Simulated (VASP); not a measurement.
AlGe6S: single point with PBE

The system is AlGe6S.

```
Al Ge S
1.0
     0.00000    4.93555    4.93555
     4.93555    0.00000    4.93555
     4.93555    4.93555    0.00000
Al Ge S
1 6 1
Direct
  0.00000 0.00000 0.00000
  0.74480 0.25520 0.25520
  0.25520 0.74480 0.74480
  0.25520 0.74480 0.25520
  0.74480 0.25520 0.74480
  0.25520 0.25520 0.74480
  0.74480 0.74480 0.25520
  0.50000 0.50000 0.50000
```

The cell was generated, and may not be a known phase.

* Program: VASP 6.6.1
* Task: single point
* Functional: PBE
* Potentials or basis: VASP PAW PBE potentials, release 64 (Al, Ge_d, S)
* Cutoff: 520 eV
* k mesh: 4 × 4 × 4
* Occupations: gaussian, width 0.1 eV
* Spin: no spin polarisation

```json
{"Pressure": "0.0 GPa", "Largest force": "0.019 eV/Å", "Band gap on the k mesh": "zero (an odd number of electrons rules out a gap without spin polarisation)"}
```

Forces in eV/Å, atoms in the order of the input:
```
Al   0.000  0.000  0.000
Ge  -0.019  0.000  0.000
Ge   0.019  0.000  0.000
Ge   0.000 -0.019  0.000
Ge   0.000  0.019  0.000
Ge   0.000  0.000 -0.019
Ge   0.000  0.000  0.019
S    0.000  0.000  0.000
```

Levels at points of the mesh, in eV from the Fermi level:
| k point | band 42 | band 43 | band 44 | band 45 | band 46 | band 47 | band 48 | band 49 | band 50 | band 51 |
| --- | --- | --- | --- | --- | --- | --- | --- | --- | --- | --- |
| (0.00, 0.00, 0.00) | -2.22 | -2.22 | -2.22 | 0.72 | 0.72 | 0.72 | 1.60 | 1.60 | 1.85 | 1.85 |
| (0.50, 0.00, 0.00) | -1.48 | -1.48 | -0.98 | -0.72 | -0.72 | -0.65 | -0.65 | -0.07 | -0.04 | 2.34 |
| (0.50, 0.50, 0.00) | -2.43 | -0.12 | -0.12 | 0.07 | 0.39 | 0.39 | 0.53 | 0.53 | 0.77 | 1.16 |

Run time: 82 s on 1 thread of Intel(R) Xeon(R) 6975P-C (Granite Rapids) (shared host), peak memory 0.45 GiB.

Caveat: an odd number of electrons without spin polarisation forces a metal; a magnetic or distorted state may lie lower.
